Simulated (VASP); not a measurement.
Here is a VASP 6.6.1 calculation.

The input INCAR:

```
PREC = Accurate
ENCUT = 500
EDIFF = 1E-6
ISMEAR = 0
SIGMA = 0.02
LREAL = False
LASPH = True
NELM = 120
ALGO = Normal
ISIF = 2
LWAVE = False
LCHARG = False
GGA = PS
NBANDS = 11
GGA_COMPAT = False
```

The input KPOINTS:

```
regular mesh
0
Gamma
  8 8 8
```

POSCAR

```
AlAs
1.0
    0.0000000000      2.8373087723      2.8373087723
    2.8373087723      0.0000000000      2.8373087723
    2.8373087723      2.8373087723      0.0000000000
Al As
1 1
Direct
    0.0000000000      0.0000000000      0.0000000000
    0.2500000000      0.2500000000      0.2500000000
```

Potentials or basis: VASP PAW PBE potentials, release 64 (Al, As).

The run is started by

```sh
$ cat potpaw_PBE.64/Al/POTCAR potpaw_PBE.64/As/POTCAR > POTCAR
$ mpirun -np 1 vasp_std > vasp.out
```

(1) Predict the band gap on the k mesh.

(2) What does it give for the pressure?

## Answers

(1) 1.33 eV, indirect (least direct gap 1.92 eV).

(2) 0.3 GPa.

Caveat: the PAW data sets were made with another functional, which shifts forces and pressure a little.
